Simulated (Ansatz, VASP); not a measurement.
# Ta2Ru in VASP and in Ansatz

File INCAR:

```
  ALGO = Fast
  EDIFF = 1E-6
  EDIFFG = -0.04
  ENCUT = 600
  GGA = PE
  IBRION = 2
  ISIF = 3
  ISMEAR = 0
  LASPH = T
  LCHARG = F
  LREAL = F
  LWAVE = F
  NELM = 100
  NSW = 90
  PREC = Accurate
  SIGMA = 0.1
```

KPOINTS

```
k-points
0
Gamma
  6 6 6
```

POSCAR

```
Ta2Ru
1.0
    4.0576983100      0.0000000000      0.0000000000
   -2.0288491500      3.5140698100      0.0000000000
    0.0000000000      0.0000000000      2.9065665400
Ta Ru
2 1
Direct
    0.3333333300      0.6666666700      0.5000000000
    0.6666666700      0.3333333300      0.5000000000
    0.0000000000      0.0000000000      0.0000000000
```

Input for Ansatz:

```yaml
crystal:
  lattice:
    - [4.05769831, 0.0, 0.0]
    - [-2.02884915, 3.51406981, 0.0]
    - [0.0, 0.0, 2.90656654]
  atoms:
    - { symbol: Ta, position: [0.33333333, 0.66666667, 0.5] }
    - { symbol: Ta, position: [0.66666667, 0.33333333, 0.5] }
    - { symbol: Ru, position: [0.0, 0.0, 0.0] }
basis:
  ecutwfc: 420
kpoints:
  mp_grid: { grid: [6, 6, 6] }
hamiltonian:
  xc: pbe
scf:
  occupations: { method: gaussian, width: 0.1 }
  lower_state_search: "off"
output:
  forces: true
  stress: true
  eigenvalues: true
relax:
  adjacent_minimum: "off"
  f_tol: 0.04
  max_steps: 70
  cell: { stress_tol: 0.4 }
```

Change from the starting cell: species swapped into the CeHg2 type (P6/mmm, No. 191).

Alike in both runs: task relaxation of cell and atoms; functional PBE; k mesh 6 × 6 × 6; occupations gaussian, width 0.1 eV; no spin polarisation.

|  | VASP | Ansatz |
| --- | --- | --- |
| version | VASP 6.6.1 | Ansatz 0.2.0 |
| potentials or method | VASP PAW PBE potentials, release 64 (Ta_pv, Ru_pv), cutoff 600 eV | scalar-relativistic, plane waves, PAW |
| valence electrons in the cell | 36 | 42 |

VASP gave:

```
gap on the k mesh at the Fermi level, each at its own relaxed structure (eV) : none
relaxed volume (Å³/atom)                                                     : 16.84
relaxed cell length with the largest relative difference (Å)                 : 4.587
```

Which values does Ansatz return?

gap on the k mesh at the Fermi level, each at its own relaxed structure (eV): none; relaxed volume (Å³/atom): 16.82; relaxed cell length with the largest relative difference (Å): 4.584.

A gap of «none» marks a metal or a gap that the smearing closes. VASP's potentials hold 36 valence electrons a cell and Ansatz's 42, so a difference there can come from the potentials and not from the codes.

The k mesh is coarse, so the values compare programs but aren't converged. Neither program's run includes spin-orbit coupling. Noted on VASP's run: the volume moved by over 15 % at a fixed basis, so the end points are rough.
